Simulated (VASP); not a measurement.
Na, 1 atom in the cell. It takes space group I4/mmm (No. 139, tetragonal). Conventional cell: a = 4.023 Å, b = 4.023 Å, c = 4.129 Å, α = 90.00°, β = 90.00°, γ = 90.00°. Na (site symmetry 4/mmm) has 14 Na at 3.52 to 4.13 Å within 4.6 Å.  This cell differs from its parent crystal: strain -0.050 along x and y, -0.025 along z.

```yaml
Program: VASP 6.6.1
Task: single point
Functional: PBEsol
Potentials_or_basis: VASP PAW PBE potentials, release 64 (Na_pv)
Cutoff: 520 eV
k_mesh: 16 × 16 × 16
Occupations: gaussian, width 0.15 eV
Spin: no spin polarisation
Dipole_correction: no
Further_INCAR_settings: ALGO = Normal; EDIFF = 1e-06; NBANDS = 10
```

Potentials or basis: VASP PAW PBE potentials, release 64 (Na_pv).

Run with:

```bash
$ cat potpaw_PBE.64/Na_pv/POTCAR > POTCAR
$ mpirun -np 1 vasp_std > vasp.out
```

Hardware: 1 thread of Intel Xeon 8259CL, on a shared host.

Q: How long does it take, and how much memory?

A: It took 73 s on 1 thread of Intel Xeon 8259CL, with other jobs on the host, peak memory 0.22 GiB. Counts: scf iterations 9, k points 349.
